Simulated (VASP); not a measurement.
**Al: single point with PBE**

Al, a slab with vacuum:

```
CELL_PARAMETERS angstrom
2.85354 0.00000 0.00000
-1.42677 2.47124 0.00000
0.00000 0.00000 32.76292
ATOMIC_POSITIONS crystal
Al 0.33333 0.66667 0.21366
Al 0.00000 0.00000 0.28524
Al 0.66667 0.33333 0.35683
Al 0.00000 0.00000 0.42841
Al 0.33333 0.66667 0.49938
Al 0.00000 0.00000 0.57031
Al 0.66667 0.33333 0.64248
Al 0.00000 0.00000 0.71386
Al 0.33333 0.66667 0.78627
```

- Program: VASP 6.6.1
- Task: single point
- Functional: PBE
- Potentials or basis: VASP PAW PBE potentials, release 64 (Al)
- Cutoff: 520 eV
- k mesh: 12 × 12 × 1
- Occupations: gaussian, width 0.1 eV
- Spin: no spin polarisation
- Dipole correction: yes
- Further INCAR settings: ALGO = Normal; EDIFF = 1e-06; NBANDS = 24

```json
{"Largest force": "0.067 eV/Å", "Band gap on the k mesh": "zero (an odd number of electrons rules out a gap without spin polarisation)"}
```

Forces in eV/Å, atoms in the order of the input:
```
Al   0.000  0.000 -0.053
Al   0.000  0.000  0.067
Al   0.000  0.000 -0.048
Al   0.000  0.000  0.035
Al   0.000  0.000 -0.004
Al   0.000  0.000  0.011
Al   0.000  0.000 -0.010
Al   0.000  0.000  0.016
Al   0.000  0.000 -0.015
```

Levels at points of the mesh, in eV from the Fermi level:
```tsv
k point	band 11	band 12	band 13	band 14	band 15	band 16
(0.00, 0.00, 0.00)	-2.53	-1.08	0.44	1.89	3.08	3.98
(0.50, 0.00, 0.00)	-2.60	-2.45	-1.87	-1.27	-0.57	-0.45
```

Wall time 3 min on 1 thread of Intel(R) Xeon(R) 6975P-C (Granite Rapids) (shared host), peak memory 0.37 GiB.
